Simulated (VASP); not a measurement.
AlN: relaxation of cell and atoms with r2SCAN

AlN:

```
Al N
1.0
     2.18490    2.18490    0.00000
    -2.18490    2.18490    0.00000
     0.00000    2.18490    2.18490
Al N
1 1
Direct
  0.00000 0.00000 0.00000
  0.25000 0.75000 0.50000
```

```
Program                : VASP 6.6.1
Task                   : relaxation of cell and atoms
Functional             : r2SCAN
Potentials or basis    : VASP PAW PBE potentials, release 64 (Al, N)
Cutoff                 : 600 eV
k mesh                 : 10 × 10 × 10
Occupations            : gaussian, width 0.01 eV
Spin                   : no spin polarisation
Target pressure        : 7 GPa
Dipole correction      : no
Further INCAR settings : ALGO = Normal; EDIFF = 1e-06; IBRION = 2; EDIFFG = -0.002; NSW = 100; ISIF = 3
```

* Relaxed volume: 10.10 Å³/atom
* Relaxed cell: a = 3.056 Å, b = 3.056 Å, c = 3.056 Å, α = 60.00°, β = 60.00°, γ = 90.00°
* Space group after relaxing (to 0.1 Å): F-43m (No. 216)
* Energy change on relaxing (the run minimises the enthalpy): +6.9 meV/atom
* Ionic steps: 4
* Pressure after relaxing: 7.0 GPa
* Band gap on the k mesh: 3.96 eV (least direct gap 5.19 eV)

Step by step:
```
step  energy change (eV)  largest force (eV/Å)  pressure (GPa)  volume (Å³)
   1              0.0000                0.0000           -0.34        20.86
   2              0.0678                0.0000           16.58        19.45
   3              0.0132                0.0000            6.85        20.20
   4              0.0138                0.0000            7.00        20.19
```

Final structure:
```yaml
crystal:
  lattice:
    - [2.16124, 2.16124, 0.00000]
    - [-2.16124, 2.16124, 0.00000]
    - [0.00000, 2.16124, 2.16124]
  atoms:
    - { symbol: Al, position: [0.00000, 0.00000, 0.00000] }
    - { symbol: N, position: [0.25000, 0.75000, 0.50000] }
```

Levels at points of the mesh, in eV from the valence-band top:
```tsv
k point	band 2	band 3	band 4	band 5	band 6	band 7
(0.00, 0.00, 0.00)	0.00	0.00	0.00	5.19	13.85	13.85
(0.50, 0.00, 0.00)	-6.03	-0.49	-0.49	8.51	11.06	12.15
(0.50, 0.50, 0.00)	-5.05	-1.84	-1.84	3.96	9.68	15.66
```

Wall time 110 s on 1 thread of Intel(R) Xeon(R) 6975P-C (Granite Rapids), with other jobs on the host, peak memory 0.16 GiB.

Caveat: the cell is relaxed towards a set pressure, so the run minimises the enthalpy, not the energy; the PAW data sets were made with another functional, which shifts forces and pressure a little. A k mesh can miss the band edges.
